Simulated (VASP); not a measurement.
Runs of VASP 6.6.1 on ZnS. The structure is that of space group P6_3mc (No. 186), or close to it. The cells are those of the table. 

```csv
level,cell,smearing,gap on the mesh (eV),pressure (GPa),largest force (eV/Å)
PBE,"a = 3.901, b = 3.901, c = 6.400 Å, angles 90.0, 90.0, 120.0°, 4 atoms",fermi-dirac 0.02 eV,1.89,(b),-
PBE,"a = 3.824, b = 3.824, c = 6.228 Å, angles 90.0, 90.0, 120.0°, 4 atoms",fermi-dirac 0.02 eV,2.21,(a),-
r2SCAN,"a = 3.805, b = 3.805, c = 6.244 Å, angles 90.0, 90.0, 120.0°, 4 atoms",gaussian 0.01 eV,2.79,0.1,-
r2SCAN,"a = 3.882, b = 3.882, c = 6.172 Å, angles 90.0, 90.0, 120.0°, 4 atoms",gaussian 0.01 eV,2.67,-1.9,0.01
PBE,"a = 3.882, b = 3.882, c = 6.172 Å, angles 90.0, 90.0, 120.0°, 4 atoms",fermi-dirac 0.02 eV,2.10,0.4,0.01
r2SCAN,"a = 3.901, b = 3.901, c = 6.400 Å, angles 90.0, 90.0, 120.0°, 4 atoms",gaussian 0.01 eV,2.44,-4.9,0.01
r2SCAN,"a = 3.824, b = 3.824, c = 6.228 Å, angles 90.0, 90.0, 120.0°, 4 atoms",gaussian 0.01 eV,2.78,-0.4,-
```

Alike in all rows: task single point; potentials or basis VASP PAW PBE potentials, release 64 (Zn, S); no spin polarisation; k mesh 12 × 12 × 4; cutoff (eV) 520.

Fill in the values left out.

(a) 1.9; (b) -2.6.

Caveats: the PAW data sets were made with another functional, which shifts forces and pressure a little (some runs).

A k mesh can miss the band edges.
